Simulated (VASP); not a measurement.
HC32 (a cell with a defect), 33 atoms in the cell. The cell holds a defect, 33 atoms: a = 6.613 Å, b = 6.619 Å, c = 6.619 Å, α = 96.28°, β = 96.34°, γ = 96.34°. 

```yaml
Program: VASP 6.6.1
Task: single point
Functional: PBE
Dispersion: D3(BJ)
Potentials_or_basis: VASP PAW PBE potentials, release 64 (C, H)
Cutoff: 520 eV
k_mesh: 2 × 2 × 2, shifted
Occupations: gaussian, width 0.02 eV
Spin: collinear spin
Dipole_correction: no
Further_INCAR_settings: LREAL = Auto; ALGO = Normal; EDIFF = 1e-07; NBANDS = 90
```

Potentials or basis: VASP PAW PBE potentials, release 64 (C, H).

The run is started by

```console
$ cat potpaw_PBE.64/C/POTCAR potpaw_PBE.64/H/POTCAR > POTCAR
$ mpirun -np 1 vasp_std > vasp.out
```

Hardware: 1 thread of Intel(R) Xeon(R) Platinum 8259CL CPU @ 2.50GHz (Skylake/Cascade Lake), on a shared host.

Task: Estimate the wall time of this run.

Result: Run time: 4.8 min on 1 thread of Intel(R) Xeon(R) Platinum 8259CL CPU @ 2.50GHz (Skylake/Cascade Lake), on a shared host, peak memory 0.51 GiB. Counts: scf iterations 16, k points 3.
